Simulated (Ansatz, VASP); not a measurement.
# One calculation of AlO2, two programs

```xyz
6
Lattice="1.4882 -5.4028 0.0000 1.4882 5.4028 0.0000 0.0000 0.0000 3.6466" Properties=species:S:1:pos:R:3 pbc="T T T"
Al    1.4882    1.8168    0.9117
Al    1.4882   -1.8168    2.7350
O     1.4882   -2.2240    0.9117
O     1.4882    2.2240    2.7350
O     1.4882   -4.7429    0.9117
O     1.4882    4.7429    2.7350
```

Alike in both runs: task single point; functional PBE; dispersion D3(BJ); k mesh 6 × 6 × 6; occupations gaussian, width 0.1 eV; collinear spin.

|  | VASP | Ansatz |
| --- | --- | --- |
| version | VASP 6.6.1 | Ansatz 0.2.0 |
| potentials or method | VASP PAW PBE potentials, release 64 (Al, O), cutoff 520 eV | scalar-relativistic, plane waves, PAW |
| valence electrons in the cell | 30 | 30 |

|  | VASP | Ansatz | Ansatz less VASP |
| --- | --- | --- | --- |
| gap on the k mesh at the Fermi level (eV) | none | none | - |
| pressure (GPa) | -3.4 | -3.2 | +0.13 |
| traceless stress, the component that is largest in VASP (GPa) | 0.19 | 0.06 | -0.130 |
| rms of the force components (eV/Å) | 0.016 | 0.019 | +0.0039 |
| net moment per atom (μB) | 0.32 | 0.32 | 0.000 |
| size of the moment on the site where the two differ most (μB) | 0.73 | 0.75 | +0.019 |

Site moments also hang on the region over which each program counts them. Atom by atom the forces differ by 0.005 eV/Å (rms over components). A gap of «none» marks a metal or a gap that the smearing closes.

The k mesh is coarse, so the values compare programs but aren't converged.
